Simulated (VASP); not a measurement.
# LiBe16 (a cell with a defect) in VASP: further runs

The runs below take LiBe16 (a cell with a defect) through single point, with PBE+D3(BJ).

Everything below comes from runs of VASP 6.6.1. Logs are shortened: lines on timing, memory, paths and dates and some standing lists are left out, and cuts for length are marked.

## (1) The cell of the first run

The cell holds a defect, 17 atoms: a = 4.580 Å, b = 3.966 Å, c = 7.177 Å, α = 90.00°, β = 90.00°, γ = 90.00°.

## (2) Single point, PBE+D3(BJ)

INCAR

```
SYSTEM = LiBe16
PREC     = Accurate       ! precision mode
ENCUT    = 520            ! plane-wave cutoff, eV
EDIFF    = 1E-6           ! SCF threshold, eV
ISMEAR   = 0              ! smearing method
SIGMA    = 0.1            ! smearing width, eV
LREAL    = Auto         
LASPH    = .TRUE.         ! aspherical terms in the spheres
NELM     = 60             ! most SCF steps
ALGO     = Normal         ! electronic algorithm
ISIF     = 2              ! what is computed and relaxed
LWAVE    = .FALSE.        ! write WAVECAR
LCHARG   = .FALSE.        ! write CHGCAR
GGA      = PE             ! functional
IVDW     = 12             ! dispersion correction
NBANDS   = 32             ! bands
```

KPOINTS

```
Automatic mesh
0
G
  4 4 3
  0 0 0
```

POSCAR

```
LiBe16
1.0
   -2.2900000000     -3.9663960000      0.0000000000
    3.4350000000     -1.9831980000      0.0000000000
    0.0000000000      0.0000000000      7.1768600000
Be Li
16 1
Direct
    0.7622335995      0.5277353546      0.0070667395
    0.5122771711      0.3489827429      0.2522077900
    0.7818167164      0.4417709696      0.5079428887
    0.5117741869      0.3492817723      0.7621891747
    0.5102041935      0.0344519951      0.0067915495
    0.2550605330      0.9051239070      0.2530117628
    0.5739859158      0.0409024009      0.5060608678
    0.2546538154      0.9053342758      0.7607307374
    0.2663966428      0.5487386643      0.0074057457
    0.0169706904      0.4060590629      0.2543978843
    0.1890826364      0.2225412627      0.5081013145
    0.0170779530      0.4062933078      0.7611449854
    0.0077737161      0.0431032925      0.0069223867
    0.7409322940      0.8432849937      0.2516827693
   -0.0233028248     -0.1645422035      0.5061591002
    0.7414843110      0.8438812437      0.7614706153
    0.3762424654      0.6311066218      0.5072623682
```

Potentials or basis: VASP PAW PBE potentials, release 64 (Be, Li_sv).

Launch:

```
$ cat potpaw_PBE.64/Be/POTCAR potpaw_PBE.64/Li_sv/POTCAR > POTCAR
$ mpirun -np 1 vasp_std > vasp.out
```

OUTCAR:

```text
SYSTEM = LiBe16
   PREC = Accurate
   ENCUT = 520
   EDIFF = 1E-6
   ISMEAR = 0
   LREAL = Auto
   LASPH = .TRUE.
   NELM = 60
   ISIF = 2
   GGA = PE
   IVDW = 12
 IVDW          = 12

 ion  position               nearest neighbor table
   1  0.762  0.528  0.007-  14 2.16  16 2.17  12 2.17  10 2.18   4 2.21   2 2.22  13 2.23   5 2.27
                             9 2.27   9 2.31   5 2.32  13 2.33
   2  0.512  0.349  0.252-   6 2.12   5 2.16   7 2.21   1 2.22  14 2.22   9 2.23  17 2.23   3 2.24
                            14 2.26  10 2.28  10 2.32
   3  0.782  0.442  0.508-  15 1.80   7 1.85  17 2.00  11 2.06  12 2.12  10 2.12   4 2.23   2 2.24

   4  0.512  0.349  0.762-   8 2.12   5 2.15   1 2.21  16 2.23   7 2.23  17 2.23   9 2.23   3 2.23
                            16 2.26  12 2.28  12 2.33
   5  0.510  0.034  0.007-   4 2.15   2 2.16   8 2.18   6 2.18  14 2.19  16 2.19   9 2.23   1 2.27
                            13 2.28  13 2.30   1 2.32   9 2.33
   6  0.255  0.905  0.253-   2 2.12  13 2.17   5 2.18  17 2.20  15 2.24  14 2.24  11 2.24  10 2.26
                             9 2.26  10 2.27  14 2.37
   7  0.574  0.041  0.506-   3 1.85  17 1.86  11 1.90  15 2.02  14 2.13  16 2.14   2 2.21   4 2.23
[... 9 lines left out ...]
  12  0.017  0.406  0.761-  11 2.11   3 2.12  16 2.15   1 2.17   9 2.18   8 2.26   8 2.27   4 2.28
                            13 2.28   4 2.33
  13  0.008  0.043  0.007-   8 2.17   6 2.17   1 2.23  12 2.28   5 2.28  14 2.28  16 2.28  10 2.29
                             9 2.29   5 2.30   9 2.33   1 2.33
  14  0.741  0.843  0.252-  15 2.12   7 2.13  10 2.15   1 2.16   5 2.19   2 2.22   6 2.24   2 2.26
                            13 2.28   6 2.37
  15  0.977  0.835  0.506-   3 1.80  11 1.82  17 2.00   7 2.02  14 2.12  16 2.13   6 2.24   8 2.24

  16  0.741  0.844  0.761-  15 2.13   7 2.14  12 2.15   1 2.17   5 2.19   4 2.23   8 2.24   4 2.26
                            13 2.28   8 2.36
  17  0.376  0.631  0.507-  11 1.83   7 1.86  15 2.00   3 2.00   8 2.19   6 2.20   4 2.23   2 2.23

  LATTYP: Found a simple orthorhombic cell.
 ALAT       =     3.9663962620
 B/A-ratio  =     1.1547004875
 C/A-ratio  =     1.8094157835

  Lattice vectors:

 A1 = (  -3.4350000000,   1.9831980000,   0.0000000000)
 A2 = (  -2.2900000000,  -3.9663960000,   0.0000000000)
 A3 = (   0.0000000000,   0.0000000000,   7.1768600000)

Analysis of symmetry for initial positions (statically):
=====================================================================
 Subroutine PRICEL returns:
 Original cell was already a primitive cell.

 Routine SETGRP: Setting up the symmetry group for a
 simple orthorhombic supercell.

 Subroutine GETGRP returns: Found  1 space group operations
 (whereof  1 operations were pure point group operations)
 out of a pool of  8 trial point group operations.

The static configuration has the point symmetry C_1 .

Analysis of symmetry for dynamics (positions and initial velocities):
=====================================================================
 Subroutine PRICEL returns:
 Original cell was already a primitive cell.

 Routine SETGRP: Setting up the symmetry group for a
 simple orthorhombic supercell.

 Subroutine GETGRP returns: Found  1 space group operations
 (whereof  1 operations were pure point group operations)
 out of a pool of  8 trial point group operations.

The dynamic configuration has the point symmetry C_1 .

 Subroutine INISYM returns: Found  1 space group operations
 (whereof  1 operations are pure point group operations),
 and found     1 'primitive' translations

----------------------------------------------------------------------------------------

                                     Primitive cell

  volume of cell :     130.3755

  direct lattice vectors                    reciprocal lattice vectors
    -2.290000000 -3.966396000  0.000000000    -0.109170306 -0.189088533  0.000000000
     3.435000000 -1.983198000  0.000000000     0.218340611 -0.126059022  0.000000000
     0.000000000  0.000000000  7.176860000     0.000000000  0.000000000  0.139336702

  length of vectors
     4.579999697  3.966396262  7.176860000     0.218340626  0.252118027  0.139336702

  position of ions in fractional coordinates (direct lattice)
     0.762233600  0.527735355  0.007066739
     0.512277171  0.348982743  0.252207790
     0.781816716  0.441770970  0.507942889
     0.511774187  0.349281772  0.762189175
     0.510204194  0.034451995  0.006791550
     0.255060533  0.905123907  0.253011763
[... 9 lines left out ...]
     0.741484311  0.843881244  0.761470615
     0.376242465  0.631106622  0.507262368

  ion indices of the primitive-cell ions
   primitive index   ion index
                 1           1
                 2           2
                 3           3
                 4           4
                 5           5
                 6           6
[... 9 lines left out ...]
                16          16
                17          17

----------------------------------------------------------------------------------------

 KPOINTS: Automatic mesh

Automatic generation of k-mesh.
 Grid dimensions read from file:
 generate k-points for:    4    4    3

 Generating k-lattice:

  Cartesian coordinates                     Fractional coordinates (reciprocal lattice)
    -0.027292576 -0.047272133  0.000000000     0.250000000  0.000000000  0.000000000
     0.054585153 -0.031514755  0.000000000     0.000000000  0.250000000  0.000000000
     0.000000000  0.000000000  0.046445567     0.000000000  0.000000000  0.333333333

  Length of vectors
     0.054585156  0.063029507  0.046445567

  Shift w.r.t. Gamma in fractional coordinates (k-lattice)
     0.000000000  0.000000000  0.000000000

 Subroutine IBZKPT returns following result:
 ===========================================

 Found     26 irreducible k-points:

 Following reciprocal coordinates:
            Coordinates               Weight
  0.000000  0.000000  0.000000      1.000000
  0.250000  0.000000  0.000000      2.000000
  0.500000  0.000000  0.000000      1.000000
  0.000000  0.250000  0.000000      2.000000
  0.250000  0.250000  0.000000      2.000000
 -0.250000  0.250000  0.000000      2.000000
[... 16 lines left out ...]
  0.000000  0.500000  0.333333      2.000000
  0.250000  0.500000  0.333333      2.000000
 [... further k-points ...]
   k-points           NKPTS =     26   k-points in BZ     NKDIM =     26   number of bands    NBANDS=     32
   number of dos      NEDOS =    301   number of ions     NIONS =     17
   total plane-waves  NPLWV =  58320
   dimension x,y,z NGX =    36 NGY =   30 NGZ =   54
   dimension x,y,z NGXF=    72 NGYF=   60 NGZF=  108
   ions per type =              16   1
   NGX,Y,Z   is equivalent  to a cutoff of  13.07, 12.57, 12.51 a.u.
   NGXF,Y,Z  is equivalent  to a cutoff of  26.13, 25.15, 25.02 a.u.
 SYSTEM =  LiBe16
   PREC   = accura    normal or accurate (medium, high low for compatibility)
   ISTART =      0    job   : 0-new  1-cont  2-samecut
   ICHARG =      2    charge: 1-file 2-atom 10-const
   ISPIN  =      1    spin polarized calculation?
   LNONCOLLINEAR =      F non collinear calculations
   LSORBIT =      F    spin-orbit coupling
   LASPH  =      T    aspherical Exc in radial PAW
   ENCUT  =  520.0 eV  38.22 Ry    6.18 a.u.   8.52  7.37 13.34*2*pi/ulx,y,z
   NELM   =     60;   NELMIN=  2; NELMDL= -5     # of ELM steps
   EDIFF  = 0.1E-05   stopping-criterion for ELM
   LREAL  =      T    real-space projection
   EDIFFG = 0.1E-04   stopping-criterion for IOM
   NSW    =      0    number of steps for IOM
   IBRION =     -1    ionic relax: 0-MD 1-quasi-New 2-CG
   NFREE  =      0    steps in history (QN), initial steepest desc. (CG)
   ISIF   =      2    stress and relaxation
   ISYM   =      2    0-nonsym 1-usesym 2-fastsym
   POTIM  = 0.5000    time-step for ionic-motion
   TEBEG  =    0.0;   TEEND  =   0.0 temperature during run
   PSTRESS=    0.0 pullay stress
   NELECT =      35.0000    total number of electrons
   NUPDOWN=      -1.0000    fix difference up-down
   EMIN   =  10.00;   EMAX   =-10.00  energy-range for DOS
   EFERMI =   0.00;   METHOD = LEGACY
   ISMEAR =     0;   SIGMA  =   0.10  broadening in eV -4-tet -1-fermi 0-gaus
   EFERMI_NEDOS =   21; number of points for ismear=-14 and -15
   IALGO  =     38    algorithm
   IMIX   =      4    mixing-type and parameters
     AMIX     =   0.40;   BMIX     =  1.00
     AMIX_MAG =   1.60;   BMIX_MAG =  1.00
  volume/ion in A,a.u.               =       7.67        51.75
  Fermi-wavevector in a.u.,A,eV,Ry     =   1.056085  1.995711 15.174786  1.115315
  Thomas-Fermi vector in A             =   2.191307
   LORBIT       =      0    0 simple, 1 ext, 2 COOP (PROOUT), +10 PAW based schemes
   GGA     = PE    functional components
   LHFCALC =     F    Hartree Fock is set to
   AEXX    =    0.0000 exact exchange contribution
   IVDW    =    12    specifies the selected vdW correction
   LEPSILON=     F    determine dielectric tensor
   LRPA    =     F    only Hartree local field effects (RPA)
 non-spin polarized calculation
 Gauss-broadening in eV      SIGMA  =   0.10
  energy-cutoff  :      520.00
  volume of cell :      130.38
 maximum number of plane-waves:      3529
 NGX is ok and might be reduce to    36
   NGX = 17   NGY = 15   NGZ = 27

 number of electron      34.9999999 magnetization

 Free energy of the ion-electron system (eV)
  ---------------------------------------------------
  ext. energy  EPLUGINS =         0.00000000
  ---------------------------------------------------
  free energy    TOTEN  =       -57.51246790 eV

  energy without entropy =      -57.49350352  energy(sigma->0) =      -57.50298571

 E-fermi :   7.2741     XC(G=0): -10.6557

 val. band max:        7.2707216264   @ k =   0.0000   0.5000   0.3333
 cond. band min:       7.2921302632   @ k =  -0.2500   0.2500   0.0000
 fundamental gap:      0.0214086368
 Fermi energy:         7.2741361905

 k-point     1 :       0.0000    0.0000    0.0000
  band No.  band energies     occupation
      1     -38.8853      2.00000
      2      -4.0513      2.00000
      3      -2.1114      2.00000
      4      -1.8828      2.00000
      5       0.9773      2.00000
      6       1.1282      2.00000
[... 757 lines left out ...]
     28      13.3185      0.00000
     29      13.4234      0.00000

 [... further k-points ...]

 [bands above 29 left out]

------------------------ aborting loop because EDIFF is reached ----------------------------------------

 Edisp (eV)   -6.29440

 E8    (eV) :    -2.2105

  FORCE on cell =-STRESS in cart. coord.  units (eV):
  Direction    XX          YY          ZZ          XY          YZ          ZX
  --------------------------------------------------------------------------------------
  -------------------------------------------------------------------------------------
  Total       4.02738     8.86109    -4.01761    -5.31770    -0.00935     0.02041
  in kB      49.49231   108.89347   -49.37212   -65.34886    -0.11493     0.25085
  external pressure =       36.34 kB  Pullay stress =        0.00 kB

 VOLUME and BASIS-vectors are now :
 -----------------------------------------------------------------------------
  energy-cutoff  :      520.00
  volume of cell :      130.38
      direct lattice vectors                 reciprocal lattice vectors
    -2.290000000 -3.966396000  0.000000000    -0.109170306 -0.189088533  0.000000000
     3.435000000 -1.983198000  0.000000000     0.218340611 -0.126059022  0.000000000
     0.000000000  0.000000000  7.176860000     0.000000000  0.000000000  0.139336702

 POSITION                                       TOTAL-FORCE (eV/Angst)
 -----------------------------------------------------------------------------------
      0.06726     -4.06992      0.05072        -0.012130      0.000941      0.007235
      0.02564     -2.72400      1.81006         0.006447     -0.002662     -0.014736
     -0.27288     -3.97711      3.64544        -0.012483      0.012074     -0.007199
      0.02782     -2.72259      5.47013        -0.003658     -0.003390     -0.000968
     -1.05002     -2.09200      0.04874         0.004120     -0.009477      0.003390
      2.52501     -2.80671      1.81583        -0.000440      0.002518      0.000856
[... 9 lines left out ...]
      1.20073     -4.61460      5.46497         0.014735      0.002278      0.002829
      1.30626     -2.74394      3.64055        -0.003778     -0.004754     -0.013047
 -----------------------------------------------------------------------------------
    total drift:                               -0.001949      0.000339     -0.001404

  FREE ENERGIE OF THE ION-ELECTRON SYSTEM (eV)
  ---------------------------------------------------
  free  energy   TOTEN  =       -63.8068637293 eV

  energy  without entropy=      -63.7878993558  energy(sigma->0) =      -63.79738154
```

It took 3.6 min on 1 thread of Intel Xeon Platinum 8375C at 2.90GHz (Ice Lake), shared host; peak memory 0.26 GiB.

Results:

```yaml
Free_energy: -63.8069 eV
Largest_force: 0.035 eV/Å
Dispersion_energy_per_atom: -0.370 eV
```

Forces on the atoms (eV/Å):
```
Be  -0.012  0.001  0.007
Be   0.006 -0.003 -0.015
Be  -0.012  0.012 -0.007
Be  -0.004 -0.003 -0.001
Be   0.004 -0.009  0.003
Be   0.000  0.003  0.001
Be   0.009 -0.028  0.019
Be  -0.016  0.002  0.025
Be   0.007 -0.003 -0.001
Be  -0.002  0.007 -0.014
Be  -0.010  0.028 -0.009
Be  -0.005  0.002  0.004
Be  -0.003  0.009  0.011
Be   0.006 -0.008 -0.012
Be   0.022 -0.007 -0.001
Be   0.015  0.002  0.003
Li  -0.004 -0.005 -0.013
```

Caveat: the k points lie up to 0.40 Å⁻¹ apart; the cutoff is under 1.25 times the usual one of these potentials, so pressure, stress and relaxed cells hold a basis-set (Pulay) error.

## (3) Single point, PBE+D3(BJ)

INCAR, as its differences from that of step 2:

```diff
@@ -3,3 +3,3 @@
 ENCUT    = 520            ! plane-wave cutoff, eV
-EDIFF    = 1E-6           ! SCF threshold, eV
+EDIFF    = 1E-7           ! SCF threshold, eV
 ISMEAR   = 0              ! smearing method
```

KPOINTS

```
regular mesh
0
G
  4 4 3
  0 0 0
```

POSCAR

```
LiBe16
1.0
   -2.2900000000     -3.9663960000      0.0000000000
    3.4350000000     -1.9831980000      0.0000000000
    0.0000000000      0.0000000000      7.1768600000
Be Li
16 1
Direct
    0.7464876945      0.4678555518      0.0193991523
    0.4989791896      0.3220414393      0.2656684121
    0.7504213510      0.4915912355      0.5084500743
    0.5018025752      0.2329254431      0.7724407331
    0.4983789885     -0.0067458854      0.0275647010
    0.2455555883      0.8233526338      0.2462778987
    0.4999908515     -0.0200876128      0.4954990065
    0.1979315807      0.9156554061      0.7010030849
    0.2524085769      0.4690619042      0.0188144955
   -0.0002713189      0.3367914642      0.2488202361
    0.2487447897      0.4938572251      0.5085630763
   -0.0007421521      0.3963858724      0.7609911577
   -0.0023514181     -0.0267050211     -0.0309657705
    0.7538346224      0.8236163858      0.2462110171
    0.0011453710      0.0208829402      0.4621542011
    0.8035888697      0.9146138316      0.6986018955
    0.5017572758      0.6784163498      0.8010554755
```

Potentials or basis: VASP PAW PBE potentials, release 64 (Be, Li_sv).

Launch:

```
$ cat potpaw_PBE.64/Be/POTCAR potpaw_PBE.64/Li_sv/POTCAR > POTCAR
$ mpirun -np 1 vasp_std > vasp.out
```

Run time: 3.5 min. Hardware: 1 thread of Intel Xeon Platinum 8375C at 2.90GHz (Ice Lake), shared host; peak memory 0.26 GiB.

It converged, with:

* Free energy: -63.1741 eV
* Largest force: 0.019 eV/Å
* Dispersion energy per atom: -0.370 eV

Forces on the atoms (eV/Å):
```
Be   0.000 -0.004  0.007
Be  -0.001 -0.003  0.003
Be   0.010  0.002 -0.003
Be   0.001 -0.006 -0.012
Be   0.003  0.000  0.001
Be  -0.002  0.002  0.003
Be   0.005 -0.002 -0.006
Be  -0.010  0.006  0.004
Be   0.005  0.007 -0.006
Be  -0.011  0.004  0.008
Be   0.000 -0.001 -0.002
Be   0.000 -0.003 -0.008
Be   0.001 -0.005  0.011
Be  -0.001  0.005 -0.003
Be   0.010 -0.009 -0.001
Be  -0.010  0.005 -0.015
Li   0.002  0.002  0.018
```

Levels at points of the mesh, in eV from the Fermi level:
```tsv
k point	band 15	band 16	band 17	band 18	band 19	band 20
(0.00, 0.00, 0.00)	-3.02	-1.23	-0.50	0.25	0.59	0.70
(0.50, 0.00, 0.00)	-2.02	-1.87	-1.33	-0.51	0.08	0.15
(0.00, 0.50, 0.00)	-3.49	-2.68	-2.16	-0.14	0.08	1.09
(0.50, 0.50, 0.00)	-1.11	-0.81	-0.28	0.26	0.82	1.01
```

Caveat: the k points lie up to 0.40 Å⁻¹ apart; the cutoff is under 1.25 times the usual one of these potentials, so pressure, stress and relaxed cells hold a basis-set (Pulay) error.

## (4) Single point, PBE+D3(BJ)

INCAR

```
SYSTEM = LiBe16
PREC = Accurate
ENCUT = 520
EDIFF = 1E-7
ISMEAR = 0
SIGMA = 0.1
LREAL = Auto
LASPH = .True.
NELM = 100
ALGO = Normal
ISIF = 2
LWAVE = .False.
LCHARG = .False.
GGA = PE
IVDW = 12
NBANDS = 32
```

KPOINTS

```
Automatic mesh
0
Gamma
  4 4 3
  0 0 0
```

POSCAR

```
LiBe16
1.0
   -2.2900000000     -3.9663960000      0.0000000000
    3.4350000000     -1.9831980000      0.0000000000
    0.0000000000      0.0000000000      7.1768600000
Be Li
16 1
Direct
    0.8087160904      0.2244514839     -0.0073583712
    0.4879747398      0.3495918935      0.2478582556
    0.7338611575      0.5478212666      0.4927216081
    0.4882653005      0.3494030678      0.7380734750
    0.4247363520      0.0430312215     -0.0066885797
    0.2587319397      0.8425415260      0.2483871777
    0.4899341630      0.0343133139      0.4930395744
    0.2585108628      0.8427466888      0.7380490911
    0.2165582879      0.4440787421     -0.0072145757
   -0.0163946817      0.4032480870      0.2463895074
    0.2377365529      0.5258802638      0.4930225753
   -0.0164655821      0.4029108637      0.7390695931
    0.0235837108     -0.1597779628     -0.0064969917
    0.7447036806      0.9043823664      0.2471821939
   -0.0076977800      0.0404026445      0.4929477515
    0.7449715148      0.9040191467      0.7387096864
    0.6229351720      0.6339233024      0.9928569040
```

Launch:

```
$ cat potpaw_PBE.64/Be/POTCAR potpaw_PBE.64/Li_sv/POTCAR > POTCAR
$ mpirun -np 1 vasp_std > vasp.out
```

It took 3.6 min on 1 thread of Intel Xeon Platinum 8375C at 2.90GHz (Ice Lake), shared host; peak memory 0.26 GiB.

The run converged. Its results:

```
Free energy                : -63.8070 eV
Largest force              : 0.026 eV/Å
Dispersion energy per atom : -0.370 eV
```

Forces on the atoms (eV/Å):
```
Be  -0.009  0.003  0.000
Be  -0.004  0.000  0.007
Be   0.000  0.006  0.007
Be   0.002  0.001 -0.005
Be   0.024  0.010 -0.003
Be   0.008  0.000 -0.001
Be   0.004  0.004  0.000
Be   0.005  0.001  0.000
Be  -0.009 -0.005 -0.004
Be   0.006  0.002  0.005
Be   0.001 -0.003 -0.003
Be   0.007 -0.004 -0.004
Be  -0.003  0.001 -0.006
Be  -0.007 -0.008 -0.003
Be   0.002 -0.009  0.000
Be  -0.003 -0.004  0.001
Li  -0.024  0.006  0.008
```

Levels at points of the mesh, in eV from the Fermi level:
| k point | band 13 | band 14 | band 15 | band 16 | band 17 | band 18 | band 19 | band 20 | band 21 | band 22 |
| --- | --- | --- | --- | --- | --- | --- | --- | --- | --- | --- |
| (0.00, 0.00, 0.00) | -3.73 | -3.35 | -3.33 | -1.38 | 0.07 | 0.28 | 0.50 | 0.94 | 1.26 | 1.71 |
| (0.50, 0.00, 0.00) | -2.41 | -2.32 | -2.21 | -1.83 | -1.54 | -0.12 | 0.23 | 0.25 | 0.69 | 0.86 |
| (0.00, 0.50, 0.00) | -3.69 | -3.53 | -3.10 | -2.63 | -2.39 | -0.50 | 0.65 | 1.18 | 1.24 | 1.34 |
| (0.50, 0.50, 0.00) | -5.26 | -1.24 | -1.12 | -0.64 | -0.06 | 0.14 | 0.49 | 0.53 | 1.29 | 2.46 |

Caveat: the k points lie up to 0.40 Å⁻¹ apart; the cutoff is under 1.25 times the usual one of these potentials, so pressure, stress and relaxed cells hold a basis-set (Pulay) error.
